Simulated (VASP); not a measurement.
# CsSnI3 (R3m) in VASP: a series of runs

The runs below take CsSnI3 through single point, with PBEsol, revPBE.

Everything below comes from runs of VASP 6.6.1. Logs are shortened: lines on timing, memory, paths and dates and some standing lists are left out, and cuts for length are marked.

## (1) The cell of the first run

Symmetry: R3m, No. 160, trigonal system. Conventional cell: a = 8.585 Å, b = 8.585 Å, c = 10.897 Å, α = 90.00°, β = 90.00°, γ = 120.00°. Within 3.7 Å of I (site symmetry m) lie 2 Sn at 2.83 to 3.34 Å. Cs (site symmetry 3m) has 12 I at 4.29 to 4.43 Å and 8 Sn at 5.13 to 5.77 Å within 5.8 Å. Within 3.7 Å of Sn (site symmetry 3m) lie 6 I at 2.83 to 3.34 Å.

## (2) Single point, PBEsol

INCAR

```
  PREC = Accurate
  ENCUT = 520
  EDIFF = 1E-6
  ISMEAR = -1
  SIGMA = 0.1
  LREAL = F
  LASPH = T
  NELM = 80
  ALGO = Normal
  ISIF = 2
  LWAVE = F
  LCHARG = T
  GGA = PS
  LELF = T
  LVHAR = T
  NBANDS = 30
```

KPOINTS

```
Automatic mesh
0
Gamma
  4 4 4
```

POSCAR

```
CsSnI3
1.0
    4.2922620000      2.4781340000      3.6323640000
   -4.2922620000      2.4781340000      3.6323640000
    0.0000000000     -4.9562780000      3.6323640000
I Cs Sn
3 1 1
Direct
    0.5069300000      0.9987400000      0.5069300000
    0.5069300000      0.5069300000      0.9987400000
    0.9987400000      0.5069300000      0.5069300000
    0.0100000000      0.0100000000      0.0100000000
    0.5394300000      0.5394300000      0.5394300000
```

Potentials or basis: VASP PAW PBE potentials, release 64 (I, Cs_sv, Sn_d).

Launch:

```
cat potpaw_PBE.64/I/POTCAR potpaw_PBE.64/Cs_sv/POTCAR potpaw_PBE.64/Sn_d/POTCAR > POTCAR
mpirun -np 1 vasp_std > vasp.out
```

OUTCAR:

```text
PREC = Accurate
   ENCUT = 520
   EDIFF = 1E-6
   ISMEAR = -1
   LREAL = F
   LASPH = T
   NELM = 80
   ISIF = 2
   GGA = PS

 ion  position               nearest neighbor table
   1  0.507  0.999  0.507-   5 2.83   5 3.34
   2  0.507  0.507  0.999-   5 2.83   5 3.34
   3  0.999  0.507  0.507-   5 2.83   5 3.34
   4  0.010  0.010  0.010-
   5  0.539  0.539  0.539-   1 2.83   3 2.83   2 2.83   1 3.34   3 3.34   2 3.34

  LATTYP: Found a trigonal (rhomboedric) cell.
 ALAT       =     6.1448132134
 COS(alpha) =     0.0241454966

  Lattice vectors:

 A1 = (   4.2922620000,   2.4781340000,   3.6323640000)
 A2 = (  -4.2922620000,   2.4781340000,   3.6323640000)
 A3 = (   0.0000000000,  -4.9562780000,   3.6323640000)

Analysis of symmetry for initial positions (statically):
=====================================================================
 Subroutine PRICEL returns:
 Original cell was already a primitive cell.

 Routine SETGRP: Setting up the symmetry group for a
 trigonal (rhombohedral) supercell.

 Subroutine GETGRP returns: Found  6 space group operations
 (whereof  6 operations were pure point group operations)
 out of a pool of 12 trial point group operations.

The static configuration has the point symmetry C_3v.

Analysis of symmetry for dynamics (positions and initial velocities):
=====================================================================
 Subroutine PRICEL returns:
 Original cell was already a primitive cell.

 Routine SETGRP: Setting up the symmetry group for a
 trigonal (rhombohedral) supercell.

 Subroutine GETGRP returns: Found  6 space group operations
 (whereof  6 operations were pure point group operations)
 out of a pool of 12 trial point group operations.

The dynamic configuration has the point symmetry C_3v.

 Subroutine INISYM returns: Found  6 space group operations
 (whereof  6 operations are pure point group operations),
 and found     1 'primitive' translations

----------------------------------------------------------------------------------------

                                     Primitive cell

  volume of cell :     231.8207

  direct lattice vectors                    reciprocal lattice vectors
     4.292262000  2.478134000  3.632364000     0.116488695  0.067254815  0.091767664
    -4.292262000  2.478134000  3.632364000    -0.116488695  0.067254815  0.091767664
     0.000000000 -4.956278000  3.632364000     0.000000000 -0.134509629  0.091767478

  length of vectors
     6.144813213  6.144813213  6.144815688     0.162831601  0.162831601  0.162831540

  position of ions in fractional coordinates (direct lattice)
     0.506930000  0.998740000  0.506930000
     0.506930000  0.506930000  0.998740000
     0.998740000  0.506930000  0.506930000
     0.010000000  0.010000000  0.010000000
     0.539430000  0.539430000  0.539430000

  ion indices of the primitive-cell ions
   primitive index   ion index
                 1           1
                 2           2
                 3           3
                 4           4
                 5           5

----------------------------------------------------------------------------------------

 KPOINTS: Automatic mesh

Automatic generation of k-mesh.
 Grid dimensions read from file:
 generate k-points for:    4    4    4

 Generating k-lattice:

  Cartesian coordinates                     Fractional coordinates (reciprocal lattice)
     0.029122174  0.016813704  0.022941916     0.250000000  0.000000000  0.000000000
    -0.029122174  0.016813704  0.022941916     0.000000000  0.250000000  0.000000000
     0.000000000 -0.033627407  0.022941870     0.000000000  0.000000000  0.250000000

  Length of vectors
     0.040707900  0.040707900  0.040707885

  Shift w.r.t. Gamma in fractional coordinates (k-lattice)
     0.000000000  0.000000000  0.000000000

 Subroutine IBZKPT returns following result:
 ===========================================

 Found     13 irreducible k-points:

 Following reciprocal coordinates:
            Coordinates               Weight
  0.000000  0.000000  0.000000      1.000000
  0.250000  0.000000 -0.000000      6.000000
  0.500000  0.000000 -0.000000      3.000000
  0.250000  0.250000 -0.000000      6.000000
  0.500000  0.250000 -0.000000     12.000000
 -0.250000  0.250000  0.000000      6.000000
  0.500000  0.500000 -0.000000      3.000000
  0.250000  0.250000  0.250000      2.000000
  0.500000  0.250000  0.250000      6.000000
 -0.250000  0.250000  0.250000      6.000000
  0.500000  0.500000  0.250000      6.000000
 -0.250000  0.500000  0.250000      6.000000
  0.500000  0.500000  0.500000      1.000000
   k-points           NKPTS =     13   k-points in BZ     NKDIM =     13   number of bands    NBANDS=     30
   number of dos      NEDOS =    301   number of ions     NIONS =      5
   total plane-waves  NPLWV = 110592
   dimension x,y,z NGX =    48 NGY =   48 NGZ =   48
   dimension x,y,z NGXF=    96 NGYF=   96 NGZF=   96
   ions per type =               3   1   1
   NGX,Y,Z   is equivalent  to a cutoff of  12.99, 12.99, 12.99 a.u.
   NGXF,Y,Z  is equivalent  to a cutoff of  25.97, 25.97, 25.97 a.u.
 SYSTEM =  unknown system
   PREC   = accura    normal or accurate (medium, high low for compatibility)
   ISTART =      0    job   : 0-new  1-cont  2-samecut
   ICHARG =      2    charge: 1-file 2-atom 10-const
   ISPIN  =      1    spin polarized calculation?
   LNONCOLLINEAR =      F non collinear calculations
   LSORBIT =      F    spin-orbit coupling
   LASPH  =      T    aspherical Exc in radial PAW
   ENCUT  =  520.0 eV  38.22 Ry    6.18 a.u.  11.43 11.43 11.43*2*pi/ulx,y,z
   NELM   =     80;   NELMIN=  2; NELMDL= -5     # of ELM steps
   EDIFF  = 0.1E-05   stopping-criterion for ELM
   LREAL  =      F    real-space projection
   EDIFFG = 0.1E-04   stopping-criterion for IOM
   NSW    =      0    number of steps for IOM
   IBRION =     -1    ionic relax: 0-MD 1-quasi-New 2-CG
   NFREE  =      0    steps in history (QN), initial steepest desc. (CG)
   ISIF   =      2    stress and relaxation
   ISYM   =      2    0-nonsym 1-usesym 2-fastsym
   POTIM  = 0.5000    time-step for ionic-motion
   TEBEG  =    0.0;   TEEND  =   0.0 temperature during run
   PSTRESS=    0.0 pullay stress
   NELECT =      44.0000    total number of electrons
   NUPDOWN=      -1.0000    fix difference up-down
   EMIN   =  10.00;   EMAX   =-10.00  energy-range for DOS
   EFERMI =   0.00;   METHOD = LEGACY
   ISMEAR =    -1;   SIGMA  =   0.10  broadening in eV -4-tet -1-fermi 0-gaus
   EFERMI_NEDOS =   21; number of points for ismear=-14 and -15
   IALGO  =     38    algorithm
   IMIX   =      4    mixing-type and parameters
     AMIX     =   0.40;   BMIX     =  1.00
     AMIX_MAG =   1.60;   BMIX_MAG =  1.00
  volume/ion in A,a.u.               =      46.36       312.88
  Fermi-wavevector in a.u.,A,eV,Ry     =   0.940824  1.777899 12.043190  0.885150
  Thomas-Fermi vector in A             =   2.068274
   LORBIT       =      0    0 simple, 1 ext, 2 COOP (PROOUT), +10 PAW based schemes
   GGA     = PS    functional components
   LHFCALC =     F    Hartree Fock is set to
   AEXX    =    0.0000 exact exchange contribution
   IVDW    =     0    specifies the selected vdW correction
   LEPSILON=     F    determine dielectric tensor
   LRPA    =     F    only Hartree local field effects (RPA)
 non-spin polarized calculation
  energy-cutoff  :      520.00
  volume of cell :      231.82
 maximum number of plane-waves:      6254
 NGX is ok and might be reduce to    48
   NGX = 23   NGY = 23   NGZ = 23

 number of electron      44.0000006 magnetization

 Free energy of the ion-electron system (eV)
  ---------------------------------------------------
  ext. energy  EPLUGINS =         0.00000000
  ---------------------------------------------------
  free energy    TOTEN  =       -14.87127081 eV

  energy without entropy =      -14.86601112  energy(sigma->0) =      -14.86864096

 E-fermi :   3.4599     XC(G=0):  -7.8003

 val. band max:        3.3542704098   @ k =   0.5000   0.5000   0.5000
 cond. band min:       3.6430469268   @ k =   0.5000   0.5000   0.5000
 fundamental gap:      0.2887765170
 Fermi energy:         3.4598585018

 k-point     1 :       0.0000    0.0000    0.0000
  band No.  band energies     occupation
      1     -19.2955      2.00000
      2     -18.6941      2.00000
      3     -18.6941      2.00000
      4     -18.6501      2.00000
      5     -18.6501      2.00000
      6     -18.6383      2.00000
[... 22 lines left out ...]
     29       7.8101      0.00000
     30       8.0556      0.00000

 k-point     2 :       0.2500    0.0000   -0.0000
  band No.  band energies     occupation
      1     -19.2952      2.00000
      2     -18.6941      2.00000
      3     -18.6931      2.00000
      4     -18.6502      2.00000
      5     -18.6500      2.00000
      6     -18.6384      2.00000
[... 22 lines left out ...]
     29       7.0108      0.00000
     30       7.6470      0.00000

 k-point     3 :       0.5000    0.0000   -0.0000
  band No.  band energies     occupation
      1     -19.2950      2.00000
      2     -18.6941      2.00000
      3     -18.6921      2.00000
      4     -18.6503      2.00000
      5     -18.6500      2.00000
      6     -18.6384      2.00000
[... 22 lines left out ...]
     29       7.5754      0.00000
     30       7.9650      0.00000

 k-point     4 :       0.2500    0.2500   -0.0000
  band No.  band energies     occupation
      1     -19.2950      2.00000
      2     -18.6936      2.00000
      3     -18.6926      2.00000
      4     -18.6502      2.00000
      5     -18.6500      2.00000
      6     -18.6385      2.00000
[... 22 lines left out ...]
     29       7.1440      0.00000
     30       7.5889      0.00000

 k-point     5 :       0.5000    0.2500   -0.0000
  band No.  band energies     occupation
      1     -19.2947      2.00000
      2     -18.6935      2.00000
      3     -18.6918      2.00000
      4     -18.6503      2.00000
      5     -18.6500      2.00000
      6     -18.6385      2.00000
[... 22 lines left out ...]
     29       7.4205      0.00000
     30       7.9121      0.00000

 k-point     6 :      -0.2500    0.2500    0.0000
  band No.  band energies     occupation
      1     -19.2950      2.00000
      2     -18.6936      2.00000
      3     -18.6926      2.00000
      4     -18.6502      2.00000
      5     -18.6500      2.00000
      6     -18.6385      2.00000
[... 22 lines left out ...]
     29       7.0659      0.00000
     30       7.7400      0.00000

 k-point     7 :       0.5000    0.5000   -0.0000
  band No.  band energies     occupation
      1     -19.2945      2.00000
      2     -18.6931      2.00000
      3     -18.6912      2.00000
      4     -18.6503      2.00000
      5     -18.6500      2.00000
      6     -18.6386      2.00000
[... 22 lines left out ...]
     29       8.0248      0.00000
     30       8.1314      0.00000

 k-point     8 :       0.2500    0.2500    0.2500
  band No.  band energies     occupation
      1     -19.2948      2.00000
      2     -18.6926      2.00000
      3     -18.6926      2.00000
      4     -18.6501      2.00000
      5     -18.6501      2.00000
      6     -18.6385      2.00000
[... 22 lines left out ...]
     29       7.6093      0.00000
     30       7.7558      0.00000

 k-point     9 :       0.5000    0.2500    0.2500
  band No.  band energies     occupation
      1     -19.2945      2.00000
      2     -18.6926      2.00000
      3     -18.6917      2.00000
      4     -18.6502      2.00000
      5     -18.6501      2.00000
      6     -18.6386      2.00000
[... 22 lines left out ...]
     29       7.4686      0.00000
     30       7.5798      0.00000

 k-point    10 :      -0.2500    0.2500    0.2500
  band No.  band energies     occupation
      1     -19.2948      2.00000
      2     -18.6926      2.00000
      3     -18.6926      2.00000
      4     -18.6502      2.00000
      5     -18.6501      2.00000
      6     -18.6385      2.00000
[... 22 lines left out ...]
     29       7.5578      0.00000
     30       7.9408      0.00000

 k-point    11 :       0.5000    0.5000    0.2500
  band No.  band energies     occupation
      1     -19.2943      2.00000
      2     -18.6922      2.00000
      3     -18.6912      2.00000
      4     -18.6503      2.00000
      5     -18.6501      2.00000
      6     -18.6386      2.00000
[... 22 lines left out ...]
     29       7.3453      0.00000
     30       7.8130      0.00000

 k-point    12 :      -0.2500    0.5000    0.2500
  band No.  band energies     occupation
      1     -19.2945      2.00000
      2     -18.6926      2.00000
      3     -18.6917      2.00000
      4     -18.6502      2.00000
      5     -18.6501      2.00000
      6     -18.6386      2.00000
[... 22 lines left out ...]
     29       7.5293      0.00000
     30       7.5909      0.00000

 k-point    13 :       0.5000    0.5000    0.5000
  band No.  band energies     occupation
      1     -19.2941      2.00000
      2     -18.6912      2.00000
      3     -18.6912      2.00000
      4     -18.6502      2.00000
      5     -18.6502      2.00000
      6     -18.6387      2.00000
[... 22 lines left out ...]
     29       6.9771      0.00000
     30       8.1420      0.00000

------------------------ aborting loop because EDIFF is reached ----------------------------------------

  FORCE on cell =-STRESS in cart. coord.  units (eV):
  Direction    XX          YY          ZZ          XY          YZ          ZX
  --------------------------------------------------------------------------------------
  -------------------------------------------------------------------------------------
  Total        1.7044774      1.7044756      1.3194174      0.0000000     -0.0000012      0.0000000
  in kB       11.7801176     11.7801054      9.1188610      0.0000000     -0.0000084      0.0000000
  external PRESSURE =      10.8930280 kB  Pullay stress =       0.0000000 kB

 VOLUME and BASIS-vectors are now :
 -----------------------------------------------------------------------------
  energy-cutoff  :      520.00
  volume of cell :      231.82
      direct lattice vectors                 reciprocal lattice vectors
     4.292262000  2.478134000  3.632364000     0.116488695  0.067254815  0.091767664
    -4.292262000  2.478134000  3.632364000    -0.116488695  0.067254815  0.091767664
     0.000000000 -4.956278000  3.632364000     0.000000000 -0.134509629  0.091767478

 POSITION                                       TOTAL-FORCE (eV/Angst)
 -----------------------------------------------------------------------------------
     -2.11098      1.21877      7.31050        -0.430114      0.248326      0.304002
      0.00000     -2.43755      7.31050         0.000000     -0.496653      0.304002
      2.11098      1.21877      7.31050         0.430114      0.248326      0.304002
      0.00000     -0.00000      0.10897         0.000000     -0.000000      0.011054
      0.00000     -0.00001      5.87822         0.000000      0.000001     -0.923060
 -----------------------------------------------------------------------------------
    total drift:                               -0.000000     -0.000010      0.000078

  FREE ENERGIE OF THE ION-ELECTRON SYSTEM (eV)
  ---------------------------------------------------
  free  energy   TOTEN  =       -14.8712708110 eV

  energy  without entropy=      -14.8660111155  energy(sigma->0) =      -14.86864096
```

It took 61 s on 1 thread of Intel Xeon Platinum 8488C (Sapphire Rapids), shared host; peak memory 0.36 GiB.

What came out:

| Property | Result |
| --- | --- |
| Free energy | -14.8713 eV |
| Pressure | 1.1 GPa |
| Largest force | 0.923 eV/Å |
| Band gap on the k mesh | 0.29 eV |

Forces in eV/Å, atoms in the order of the input:
```
I   -0.430  0.248  0.304
I    0.000 -0.497  0.304
I    0.430  0.248  0.304
Cs   0.000  0.000  0.011
Sn   0.000  0.000 -0.923
```

Caveat: the PAW data sets were made with another functional, which shifts forces and pressure a little; spin-orbit coupling is left out, which moves the levels of the heavy elements.

## (3) Single point, revPBE

This run uses another cell than the first one, of 59.27 Å³/atom.

INCAR

```
PREC = Accurate ; ENCUT = 520
EDIFF = 1E-6 ; ISMEAR = -1
SIGMA = 0.1 ; LREAL = F
LASPH = T ; NELM = 60
ALGO = Normal ; ISIF = 2
LWAVE = F ; LCHARG = T
GGA = RE ; LELF = T
LVHAR = T ; NBANDS = 30
```

KPOINTS is that of step 2.

POSCAR

```
CsSnI3
1.0
    4.5245473691      2.6122467240      4.1790622070
   -4.5245473691      2.6122467240      4.1790622070
    0.0000000000     -5.2244992005      4.1790586112
I Cs Sn
3 1 1
Direct
    0.4910858419      0.9805891640      0.4910858419
    0.4910858419      0.4910858419      0.9805891640
    0.9805891640      0.4910858419      0.4910858419
    0.0653887689      0.0653887689      0.0653887689
    0.5338803833      0.5338803833      0.5338803833
```

Potentials or basis: VASP PAW PBE potentials, release 64 (I, Cs_sv, Sn_d).

Launch:

```
cat potpaw_PBE.64/I/POTCAR potpaw_PBE.64/Cs_sv/POTCAR potpaw_PBE.64/Sn_d/POTCAR > POTCAR
mpirun -np 1 vasp_std > vasp.out
```

Wall time 57 s (1 thread of Intel Xeon 6975P-C (Granite Rapids), shared host); peak memory 0.41 GiB.

The run converged. Its results:

```yaml
Free_energy: -13.0386 eV
Pressure: 0.0 GPa
Largest_force: 0.012 eV/Å
Band_gap_on_the_k_mesh: 1.52 eV
```

Forces on the atoms (eV/Å):
```
I   -0.004  0.002  0.005
I    0.000 -0.004  0.005
I    0.004  0.002  0.005
Cs   0.000  0.000 -0.001
Sn   0.000  0.000 -0.012
```

Levels at points of the mesh, in eV from the valence-band top:
| k point | band 18 | band 19 | band 20 | band 21 | band 22 | band 23 | band 24 | band 25 | band 26 | band 27 |
| --- | --- | --- | --- | --- | --- | --- | --- | --- | --- | --- |
| (0.00, 0.00, 0.00) | -1.60 | -1.41 | -1.25 | -1.25 | -1.25 | 3.16 | 3.56 | 4.11 | 4.11 | 4.47 |
| (0.50, 0.00, 0.00) | -1.61 | -1.54 | -1.49 | -1.28 | -0.97 | 2.22 | 3.82 | 4.17 | 4.35 | 4.61 |
| (0.50, 0.50, 0.00) | -1.63 | -1.56 | -1.51 | -1.04 | -0.43 | 1.85 | 2.09 | 3.94 | 4.84 | 4.91 |
| (0.50, 0.50, 0.50) | -1.84 | -1.06 | -1.06 | -1.03 | 0.00 | 1.52 | 1.79 | 1.79 | 4.04 | 5.06 |

Caveat: the PAW data sets were made with another functional, which shifts forces and pressure a little; spin-orbit coupling is left out, which moves the levels of the heavy elements. A k mesh can miss the band edges.
